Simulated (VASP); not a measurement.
# AlNi3 (Pm-3m) in VASP: further runs

Aim: see how the results for AlNi3 move with the level of theory and the settings. Levels: LDA, PBEsol. Tasks: single point.

Everything below comes from runs of VASP 6.6.1. Logs are shortened: lines on timing, memory, paths and dates and some standing lists are left out, and cuts for length are marked.

**1. The cell of the first run**

It takes space group Pm-3m (No. 221, cubic). The conventional cell has a = 3.451 Å, b = 3.451 Å, c = 3.451 Å, α = 90.00°, β = 90.00°, γ = 90.00°. Ni (site symmetry 4/mmm) has 8 Ni at 2.44 Å and 4 Al at 2.44 Å within 3.2 Å. Al (site symmetry m-3m) has 12 Ni at 2.44 Å within 3.2 Å.

**2. Single point, LDA, collinear spin, ferromagnetic start**

Contents of INCAR:

```
SYSTEM = AlNi3
  PREC = Accurate
  ENCUT = 520
  EDIFF = 1E-7
  ISMEAR = -1
  SIGMA = 0.05
  LREAL = .FALSE.
  LASPH = .TRUE.
  NELM = 150
  ALGO = Normal
  ISIF = 2
  LWAVE = .FALSE.
  LCHARG = .TRUE.
  ISPIN = 2
  MAGMOM = 1 1 1 0
  LORBIT = 11
  LMAXMIX = 4
  GGA = CA
  LELF = .TRUE.
  LVHAR = .TRUE.
  NBANDS = 28
```

Contents of KPOINTS:

```
regular mesh
0
G
  8 8 8
  0 0 0
```

Contents of POSCAR:

```
AlNi3
1.0
    3.4511354705      0.0000000000      0.0000000000
    0.0000000000      3.4511354705      0.0000000000
    0.0000000000      0.0000000000      3.4511354705
Ni Al
3 1
Direct
    0.5000000000      0.5000000000      0.0000000000
    0.5000000000      0.0000000000      0.5000000000
    0.0000000000      0.5000000000      0.5000000000
    0.0000000000      0.0000000000      0.0000000000
```

Potentials or basis: VASP PAW LDA potentials, release 64 (Ni, Al).

Launch:

```
> cat potpaw_LDA.64/Ni/POTCAR potpaw_LDA.64/Al/POTCAR > POTCAR
> mpirun -np 1 vasp_std > vasp.out
```

OUTCAR:

```text
SYSTEM = AlNi3
   PREC = Accurate
   ENCUT = 520
   EDIFF = 1E-7
   ISMEAR = -1
   LREAL = .FALSE.
   LASPH = .TRUE.
   NELM = 150
   ISIF = 2
   ISPIN = 2
   LORBIT = 11
   GGA = CA

 ion  position               nearest neighbor table
   1  0.500  0.500  0.000-   2 2.44   3 2.44   4 2.44   2 2.44   3 2.44   2 2.44   4 2.44   2 2.44
                             3 2.44   4 2.44   3 2.44   4 2.44
   2  0.500  0.000  0.500-   1 2.44   3 2.44   4 2.44   1 2.44   4 2.44   1 2.44   3 2.44   1 2.44
                             3 2.44   4 2.44   4 2.44   3 2.44
   3  0.000  0.500  0.500-   1 2.44   2 2.44   4 2.44   1 2.44   4 2.44   2 2.44   4 2.44   4 2.44
                             1 2.44   2 2.44   1 2.44   2 2.44
   4  0.000  0.000  0.000-   1 2.44   2 2.44   3 2.44   2 2.44   3 2.44   1 2.44   3 2.44   3 2.44
                             1 2.44   2 2.44   2 2.44   1 2.44

  LATTYP: Found a simple cubic cell.
 ALAT       =     3.4511354705

  Lattice vectors:

 A1 = (   3.4511354705,   0.0000000000,   0.0000000000)
 A2 = (   0.0000000000,   3.4511354705,   0.0000000000)
 A3 = (   0.0000000000,   0.0000000000,   3.4511354705)

Analysis of symmetry for initial positions (statically):
=====================================================================
 Subroutine PRICEL returns:
 Original cell was already a primitive cell.

 Routine SETGRP: Setting up the symmetry group for a
 simple cubic supercell.

 Subroutine GETGRP returns: Found 48 space group operations
 (whereof 48 operations were pure point group operations)
 out of a pool of 48 trial point group operations.

The static configuration has the point symmetry O_h .

Analysis of symmetry for dynamics (positions and initial velocities):
=====================================================================
 Subroutine PRICEL returns:
 Original cell was already a primitive cell.

 Routine SETGRP: Setting up the symmetry group for a
 simple cubic supercell.

 Subroutine GETGRP returns: Found 48 space group operations
 (whereof 48 operations were pure point group operations)
 out of a pool of 48 trial point group operations.

The dynamic configuration has the point symmetry O_h .

Analysis of structural, dynamic, and magnetic symmetry:
=====================================================================
 Subroutine PRICEL returns:
 Original cell was already a primitive cell.

 Routine SETGRP: Setting up the symmetry group for a
 simple cubic supercell.

 Subroutine GETGRP returns: Found 48 space group operations
 (whereof 48 operations were pure point group operations)
 out of a pool of 48 trial point group operations.

The overall configuration has the point symmetry O_h .

 Subroutine INISYM returns: Found 48 space group operations
 (whereof 48 operations are pure point group operations),
 and found     1 'primitive' translations
[... 125 lines left out ...]
   LHFCALC =     F    Hartree Fock is set to
   AEXX    =    0.0000 exact exchange contribution
   IVDW    =     0    specifies the selected vdW correction
   LEPSILON=     F    determine dielectric tensor
   LRPA    =     F    only Hartree local field effects (RPA)
 spin polarized calculation
  energy-cutoff  :      520.00
  volume of cell :       41.10
 maximum number of plane-waves:      1141
 NGX is ok and might be reduce to    28
   NGX = 13   NGY = 13   NGZ = 13

 number of electron      32.9999970 magnetization       0.1699885

 Free energy of the ion-electron system (eV)
  ---------------------------------------------------
  ext. energy  EPLUGINS =         0.00000000
  ---------------------------------------------------
  free energy    TOTEN  =       -25.82311114 eV

  energy without entropy =      -25.78326670  energy(sigma->0) =      -25.80318892

 E-fermi :  10.4974     XC(G=0): -13.4985

 val. band max:       10.4952191269   @ k =   0.3750   0.1250   0.0000
 cond. band min:      10.4991708522   @ k =   0.2500   0.1250   0.1250
 fundamental gap:      0.0039517253
 Fermi energy:        10.4973943138

 spin component 1

 k-point     1 :       0.0000    0.0000    0.0000
  band No.  band energies     occupation
      1      -0.0378      1.00000
      2       5.7044      1.00000
      3       6.4642      1.00000
      4       6.4642      1.00000
      5       6.8866      1.00000
      6       6.8866      1.00000
[... 733 lines left out ...]
     27      26.0846      0.00000
     28      26.4890      0.00000

 [... further k-points ...]

 spin component 2

 k-point     1 :       0.0000    0.0000    0.0000
  band No.  band energies     occupation
      1      -0.0372      1.00000
      2       5.7310      1.00000
      3       6.4984      1.00000
      4       6.4984      1.00000
      5       6.9421      1.00000
      6       6.9421      1.00000
[... 733 lines left out ...]
     27      26.0845      0.00000
     28      26.5015      0.00000

 [... further k-points ...]
[... 5 lines left out ...]
  --------------------------------------------------------------------------------------
  -------------------------------------------------------------------------------------
  Total        1.5825383      1.5825383      1.5825383      0.0000000      0.0000000     -0.0000000
  in kB       61.6848909     61.6848909     61.6848909      0.0000000      0.0000000     -0.0000000
  external PRESSURE =      61.6848909 kB  Pullay stress =       0.0000000 kB

 VOLUME and BASIS-vectors are now :
 -----------------------------------------------------------------------------
  energy-cutoff  :      520.00
  volume of cell :       41.10
      direct lattice vectors                 reciprocal lattice vectors
     3.451135471  0.000000000  0.000000000     0.289759706  0.000000000  0.000000000
     0.000000000  3.451135471  0.000000000     0.000000000  0.289759706  0.000000000
     0.000000000  0.000000000  3.451135471     0.000000000  0.000000000  0.289759706

 POSITION                                       TOTAL-FORCE (eV/Angst)
 -----------------------------------------------------------------------------------
      1.72557      1.72557      0.00000         0.000000      0.000000      0.000000
      1.72557      0.00000      1.72557         0.000000      0.000000      0.000000
      0.00000      1.72557      1.72557         0.000000      0.000000      0.000000
      0.00000      0.00000      0.00000         0.000000      0.000000      0.000000
 -----------------------------------------------------------------------------------
    total drift:                                0.000000      0.000000      0.000000

  FREE ENERGIE OF THE ION-ELECTRON SYSTEM (eV)
  ---------------------------------------------------
  free  energy   TOTEN  =       -25.8231111358 eV

  energy  without entropy=      -25.7832666965  energy(sigma->0) =      -25.80318892

 total charge

# of ion       s       p       d       tot
------------------------------------------
    1        0.539   0.602   8.448   9.590
    2        0.539   0.602   8.448   9.590
    3        0.539   0.602   8.448   9.590
    4        0.423   0.436   0.000   0.859
--------------------------------------------------
tot          2.040   2.243  25.345  29.628

 magnetization (x)

# of ion       s       p       d       tot
------------------------------------------
    1       -0.000  -0.001   0.060   0.058
    2       -0.000  -0.001   0.060   0.058
    3       -0.000  -0.001   0.060   0.058
    4       -0.000  -0.002   0.000  -0.002
--------------------------------------------------
tot         -0.002  -0.005   0.181   0.174
```

OSZICAR:

```text
N       E                     dE             d eps       ncg     rms          rms(c)
DAV:   1     0.195888474823E+03    0.19589E+03   -0.14176E+04  4048   0.158E+03
DAV:   2    -0.168147763553E+02   -0.21270E+03   -0.19638E+03  3936   0.299E+02
DAV:   3    -0.298429140317E+02   -0.13028E+02   -0.12198E+02  4332   0.922E+01
DAV:   4    -0.300730679349E+02   -0.23015E+00   -0.22979E+00  4480   0.121E+01
DAV:   5    -0.300805759222E+02   -0.75080E-02   -0.75072E-02  4784   0.190E+00    0.218E+01
DAV:   6    -0.303295095703E+02   -0.24893E+00   -0.31024E+01  4596   0.102E+02    0.194E+01
DAV:   7    -0.259345901256E+02    0.43949E+01   -0.10980E+01  4676   0.555E+01    0.315E+00
DAV:   8    -0.258515528496E+02    0.83037E-01   -0.19173E-01  4876   0.336E+00    0.145E+00
DAV:   9    -0.258252296636E+02    0.26323E-01   -0.11508E-02  5768   0.133E+00    0.474E-01
DAV:  10    -0.258233543012E+02    0.18754E-02   -0.10860E-03  4636   0.275E-01    0.137E-01
DAV:  11    -0.258231158425E+02    0.23846E-03   -0.11468E-04  4356   0.979E-02    0.747E-02
DAV:  12    -0.258231133817E+02    0.24608E-05   -0.19194E-05  5368   0.584E-02    0.366E-02
DAV:  13    -0.258231117518E+02    0.16299E-05   -0.29054E-06  4468   0.164E-02    0.152E-02
DAV:  14    -0.258231111298E+02    0.62200E-06   -0.50620E-07  5112   0.818E-03    0.338E-03
DAV:  15    -0.258231111358E+02   -0.60368E-08   -0.11983E-07  3196   0.415E-03
   1 F= -.25823111E+02 E0= -.25803189E+02  d E =-.398444E-01  mag=     0.1698
```

Wall time 34 s (1 thread of Intel Xeon 6975P-C (Granite Rapids), shared host); peak memory 0.18 GiB.

Results:

* Free energy: -25.8231 eV
* Pressure: 6.2 GPa
* Net moment: 0.17 μB per cell
* Site moments: Ni +0.06; Al -0.00 μB
* Valence electrons inside the program's atomic spheres: Ni 9.59; Al 0.86

**3. Single point, PBEsol, collinear spin, ferromagnetic start**

Contents of INCAR:

```
ALGO = Fast ; EDIFF = 1E-6
ENCUT = 520 ; GGA = PS
ISIF = 2 ; ISMEAR = -1
ISPIN = 2 ; LASPH = True
LCHARG = False ; LMAXMIX = 4
LORBIT = 11 ; LREAL = False
LWAVE = False ; MAGMOM = 1 1 1 0
NBANDS = 28 ; NELM = 150
PREC = Accurate ; SIGMA = 0.05
```

Contents of KPOINTS:

```
k-points
0
Gamma
  8 8 8
```

POSCAR is that of step 2.

Potentials or basis: VASP PAW PBE potentials, release 64 (Ni, Al).

Launch:

```
> cat potpaw_PBE.64/Ni/POTCAR potpaw_PBE.64/Al/POTCAR > POTCAR
> mpirun -np 1 vasp_std > vasp.out
```

OUTCAR:

```text
EDIFF = 1E-6
   ENCUT = 520
   GGA = PS
   ISIF = 2
   ISMEAR = -1
   ISPIN = 2
   LASPH = True
   LORBIT = 11
   LREAL = False
   NELM = 150
   PREC = Accurate

 ion  position               nearest neighbor table
   1  0.500  0.500  0.000-   2 2.44   3 2.44   4 2.44   2 2.44   3 2.44   2 2.44   4 2.44   2 2.44
                             3 2.44   4 2.44   3 2.44   4 2.44
   2  0.500  0.000  0.500-   1 2.44   3 2.44   4 2.44   1 2.44   4 2.44   1 2.44   3 2.44   1 2.44
                             3 2.44   4 2.44   4 2.44   3 2.44
   3  0.000  0.500  0.500-   1 2.44   2 2.44   4 2.44   1 2.44   4 2.44   2 2.44   4 2.44   4 2.44
                             1 2.44   2 2.44   1 2.44   2 2.44
   4  0.000  0.000  0.000-   1 2.44   2 2.44   3 2.44   2 2.44   3 2.44   1 2.44   3 2.44   3 2.44
                             1 2.44   2 2.44   2 2.44   1 2.44

  LATTYP: Found a simple cubic cell.
 ALAT       =     3.4511354705

  Lattice vectors:

 A1 = (   3.4511354705,   0.0000000000,   0.0000000000)
 A2 = (   0.0000000000,   3.4511354705,   0.0000000000)
 A3 = (   0.0000000000,   0.0000000000,   3.4511354705)

Analysis of symmetry for initial positions (statically):
=====================================================================
 Subroutine PRICEL returns:
 Original cell was already a primitive cell.

 Routine SETGRP: Setting up the symmetry group for a
 simple cubic supercell.

 Subroutine GETGRP returns: Found 48 space group operations
 (whereof 48 operations were pure point group operations)
 out of a pool of 48 trial point group operations.

The static configuration has the point symmetry O_h .

Analysis of symmetry for dynamics (positions and initial velocities):
=====================================================================
 Subroutine PRICEL returns:
 Original cell was already a primitive cell.

 Routine SETGRP: Setting up the symmetry group for a
 simple cubic supercell.

[... 170 lines left out ...]

 E-fermi :  10.6409     XC(G=0): -13.3456

 val. band max:       10.6406469891   @ k =   0.3750   0.3750   0.2500
 cond. band min:      10.6493645046   @ k =   0.0000   0.0000   0.0000
 fundamental gap:      0.0087175155
 Fermi energy:        10.6408644670

 spin component 1

 k-point     1 :       0.0000    0.0000    0.0000
  band No.  band energies     occupation
      1       0.0351      1.00000
      2       5.7931      1.00000
      3       6.5340      1.00000
      4       6.5340      1.00000
      5       6.9500      1.00000
      6       6.9500      1.00000
[... 733 lines left out ...]
     27      26.2203      0.00000
     28      26.5794      0.00000

 [... further k-points ...]

 spin component 2

 k-point     1 :       0.0000    0.0000    0.0000
  band No.  band energies     occupation
      1       0.0215      1.00000
      2       5.8646      1.00000
      3       6.6487      1.00000
      4       6.6487      1.00000
      5       7.1530      1.00000
      6       7.1530      1.00000
[... 733 lines left out ...]
     27      26.2055      0.00000
     28      26.6078      0.00000

 [... further k-points ...]

------------------------ aborting loop because EDIFF is reached ----------------------------------------

  FORCE on cell =-STRESS in cart. coord.  units (eV):
  Direction    XX          YY          ZZ          XY          YZ          ZX
  --------------------------------------------------------------------------------------
  -------------------------------------------------------------------------------------
  Total        3.4785295      3.4785295      3.4785295      0.0000000      0.0000000      0.0000000
  in kB      135.5876868    135.5876868    135.5876868      0.0000000      0.0000000      0.0000000
  external PRESSURE =     135.5876868 kB  Pullay stress =       0.0000000 kB

 VOLUME and BASIS-vectors are now :
 -----------------------------------------------------------------------------
  energy-cutoff  :      520.00
  volume of cell :       41.10
      direct lattice vectors                 reciprocal lattice vectors
     3.451135471  0.000000000  0.000000000     0.289759706  0.000000000  0.000000000
     0.000000000  3.451135471  0.000000000     0.000000000  0.289759706  0.000000000
     0.000000000  0.000000000  3.451135471     0.000000000  0.000000000  0.289759706

 POSITION                                       TOTAL-FORCE (eV/Angst)
 -----------------------------------------------------------------------------------
      1.72557      1.72557      0.00000         0.000000      0.000000      0.000000
      1.72557      0.00000      1.72557         0.000000      0.000000      0.000000
      0.00000      1.72557      1.72557         0.000000      0.000000      0.000000
      0.00000      0.00000      0.00000         0.000000      0.000000      0.000000
 -----------------------------------------------------------------------------------
    total drift:                                0.000000      0.000000      0.000000

  FREE ENERGIE OF THE ION-ELECTRON SYSTEM (eV)
  ---------------------------------------------------
  free  energy   TOTEN  =       -24.2026755329 eV

  energy  without entropy=      -24.1707674203  energy(sigma->0) =      -24.18672148

 total charge

# of ion       s       p       d       tot
------------------------------------------
    1        0.540   0.611   8.432   9.582
    2        0.540   0.611   8.432   9.582
    3        0.540   0.611   8.432   9.582
    4        0.419   0.432   0.000   0.850
--------------------------------------------------
tot          2.038   2.264  25.295  29.597

 magnetization (x)

# of ion       s       p       d       tot
------------------------------------------
    1       -0.002  -0.006   0.197   0.188
    2       -0.002  -0.006   0.197   0.188
    3       -0.002  -0.006   0.197   0.188
    4       -0.001  -0.006   0.000  -0.006
--------------------------------------------------
tot         -0.007  -0.025   0.590   0.558
```

stdout:

```text
POSCAR found type information on POSCAR NiAl
 POSCAR found :  2 types and       4 ions
 scaLAPACK will be used
 -----------------------------------------------------------------------------
|                                                                             |
|                                                                             |
|     You enforced a specific xc type in the INCAR file but a different       |
|     I HOPE YOU KNOW WHAT YOU ARE DOING!                                     |
|                                                                             |
 -----------------------------------------------------------------------------

 LDA part: xc-table for (Slater+PW92), standard interpolation
 POSCAR, INCAR and KPOINTS ok, starting setup
 FFT: planning ... GRIDC
 FFT: planning ... GRID_SOFT
 FFT: planning ... GRID
 WAVECAR not read
 entering main loop
WARNING in EDDRMM: call to ZHEGV failed, returncode =   6  3     24
WARNING in EDDRMM: call to ZHEGV failed, returncode =   6  3     26
```

Wall time 41 s (1 thread of Intel Xeon 6975P-C (Granite Rapids), shared host); peak memory 0.2 GiB.

Results:

| Quantity | Value |
| --- | --- |
| Free energy | -24.2027 eV |
| Pressure | 13.6 GPa |
| Net moment | 0.54 μB per cell |
| Site moments | Ni +0.19; Al -0.01 μB |
| Valence electrons inside the program's atomic spheres | Ni 9.58; Al 0.85 |

Caveat: the PAW data sets were made with another functional, which shifts forces and pressure a little.
